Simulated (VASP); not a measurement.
A run of VASP 6.6.1 is set up as follows.

The input INCAR:

```
SYSTEM = Mo
  PREC = Accurate
  ENCUT = 520
  EDIFF = 1E-7
  ISMEAR = 0
  SIGMA = 0.15
  LREAL = .False.
  LASPH = .True.
  NELM = 60
  ALGO = Fast
  ISIF = 2
  LWAVE = .False.
  LCHARG = .False.
  GGA = PE
  NBANDS = 13
```

Contents of KPOINTS:

```
regular mesh
0
Gamma
  26 26 26
  0 0 0
```

The input POSCAR:

```
Mo
1.0
   -1.6197249211      1.6197249211      1.5802194352
    1.6197249211     -1.6197249211      1.5802194352
    1.6197249211      1.6197249211     -1.5802194352
Mo
1
Direct
    0.0000000000      0.0000000000      0.0000000000
```

Potentials or basis: VASP PAW PBE potentials, release 64 (Mo_sv).

Run with:

```sh
$ cat potpaw_PBE.64/Mo_sv/POTCAR > POTCAR
$ mpirun -np 1 vasp_std > vasp.out
```

(1) Estimate the pressure.

(2) What does it give for the band gap on the k mesh?

Answers

(1) -11.0 GPa.

(2) zero (bands 7 and 8 overlap by 4.83 eV).

Caveat: the cell differs from its parent crystal (strain +0.025 along x and y, +0.000 along z); the cell stands under tension.
